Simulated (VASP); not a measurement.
Sb:

```
Sb
1.0
    -1.57654    1.57654    2.71194
     1.57654   -1.57654    2.71194
     1.57654    1.57654   -2.71194
Sb
1
Direct
  0.00000 0.00000 0.00000
```

- Program: VASP 6.6.1
- Task: relaxation of cell and atoms
- Functional: LDA
- Potentials or basis: VASP PAW LDA potentials, release 64 (Sb)
- Cutoff: 600 eV
- k mesh: 12 × 12 × 12
- Occupations: fermi-dirac, width 0.05 eV
- Spin: no spin polarisation

At the start: pressure -2.3 GPa; volume 26.96 Å³/atom.

**Question.** How do energy, volume and symmetry change on relaxing?

**Answer.** Over 10 steps the energy falls by 9.9 meV/atom and the volume is 25.91 Å³/atom (-3.9 %); space group I4/mmm (No. 139, to 0.05 Å).

Step by step:
```tsv
step	energy change (eV)	largest force (eV/Å)	pressure (GPa)	volume (Å³)
1	0.0000	0.0000	-2.33	26.96
2	-0.0043	0.0000	1.63	25.46
3	-0.0071	0.0000	0.01	26.02
4	-0.0075	0.0000	0.01	26.00
5	-0.0088	0.0000	0.04	25.94
6	-0.0098	0.0000	0.25	25.81
7	-0.0099	0.0000	0.19	25.85
8	-0.0099	0.0000	0.21	25.84
9	-0.0095	0.0000	-0.59	26.12
10	-0.0099	0.0000	0.00	25.91
```

Final structure:
```
Sb
1.0
    -1.58019    1.58019    2.59369
     1.58019   -1.58019    2.59369
     1.58019    1.58019   -2.59369
Sb
1
Direct
  0.00000 0.00000 0.00000
```
